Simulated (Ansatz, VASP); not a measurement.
Given: the input of a run of VASP 6.6.1 on CuO.

INCAR

```
ALGO = Normal
EDIFF = 1E-6
ENCUT = 520
GGA = PE
ISIF = 2
ISMEAR = -1
LASPH = True
LCHARG = False
LREAL = False
LWAVE = False
NBANDS = 25
NELM = 100
PREC = Accurate
SIGMA = 0.05
```

File KPOINTS:

```
k-points
0
Gamma
  9 9 5
```

POSCAR

```
CuO
1.0
    3.2659564870      0.0000000000      0.0000000000
   -1.6329782385      2.8284012808      0.0000000000
    0.0000000000      0.0000000000      5.3488826646
Cu O
2 2
Direct
    0.6666666667      0.3333333333      0.0000000000
    0.3333333333      0.6666666667      0.5000000000
    0.6666666667      0.3333333333      0.6252000000
    0.3333333333      0.6666666667      0.1252000000
```

Potentials or basis: VASP PAW PBE potentials, release 64 (Cu, O).

Run with:

```sh
$ cat potpaw_PBE.64/Cu/POTCAR potpaw_PBE.64/O/POTCAR > POTCAR
$ mpirun -np 1 vasp_std > vasp.out
```

Q: Set up the same calculation for Ansatz 0.2.0. Potentials there: PseudoDojo standard (PBE files).

A: As run (the cutoff follows the program's own potentials):

input.yaml

```yaml
crystal:
  lattice:
    - [3.265956487, 0.0, 0.0]
    - [-1.6329782385, 2.8284012808, 0.0]
    - [0.0, 0.0, 5.3488826646]
  atoms:
    - { symbol: Cu, position: [0.6666666667, 0.3333333333, 0.0] }
    - { symbol: Cu, position: [0.3333333333, 0.6666666667, 0.5] }
    - { symbol: O, position: [0.6666666667, 0.3333333333, 0.6252] }
    - { symbol: O, position: [0.3333333333, 0.6666666667, 0.1252] }
hamiltonian:
  xc: pbe
  pseudopotentials: { kind: nc, accuracy: standard }
kpoints:
  mp_grid: { grid: [9, 9, 5] }
scf:
  occupations: { method: fermi_dirac, width: 0.05 }
output:
  forces: true
  stress: true
  eigenvalues: true
```

Potentials or basis: PseudoDojo standard (PBE files).

Launch:

```sh
$ ansatz run input.yaml --threads 2 --pin off --max-ram 5632MiB --backend cpu --events-out ev --progress --plain --runs-dir out
```

Both were run:

|  | VASP | Ansatz | Ansatz less VASP |
| --- | --- | --- | --- |
| gap on the k mesh at the Fermi level (eV) | none | none | - |
| pressure (GPa) | -6.7 | -7.4 | -0.63 |
| traceless stress, the component that is largest in VASP (GPa) | 1.00 | 1.01 | +0.003 |
| rms of the force components (eV/Å) | 0.047 | 0.049 | +0.0026 |

Atom by atom the forces differ by 0.003 eV/Å (rms over components). A gap of «none» marks a metal or a gap that the smearing closes. VASP's potentials hold 34 valence electrons a cell and Ansatz's 50, so a difference there can come from the potentials and not from the codes.
